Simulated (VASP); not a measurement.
A run of VASP 6.6.1 is set up as follows.

INCAR

```
SYSTEM = CaZn3
PREC = Accurate
ENCUT = 520
EDIFF = 1E-7
ISMEAR = 1
SIGMA = 0.15
LREAL = .False.
LASPH = .True.
NELM = 100
ALGO = Normal
ISIF = 2
LWAVE = .False.
LCHARG = .False.
NBANDS = 31
```

File KPOINTS:

```
Automatic mesh
0
Gamma
  5 5 5
  0 0 0
```

File POSCAR:

```
CaZn3
1.0
    4.1193176274      0.0000000000      0.0000000000
    0.0000000000      4.1193176274      0.0000000000
    0.0000000000      0.0000000000      4.1193176274
Ca Zn
1 3
Direct
    0.0000000000      0.0000000000      0.0000000000
    0.5000000000      0.5000000000      0.0000000000
    0.5000000000      0.0000000000      0.5000000000
    0.0000000000      0.5000000000      0.5000000000
```

Potentials or basis: VASP PAW LDA potentials, release 64 (Ca_sv, Zn).

Launch:

```bash
$ cat potpaw_LDA.64/Ca_sv/POTCAR potpaw_LDA.64/Zn/POTCAR > POTCAR
$ mpirun -np 1 vasp_std > vasp.out
```

Q: Estimate the pressure.

A: 2.4 GPa.

Q: Predict the band gap on the k mesh.

A: Zero (bands 23 and 24 overlap by 1.10 eV).
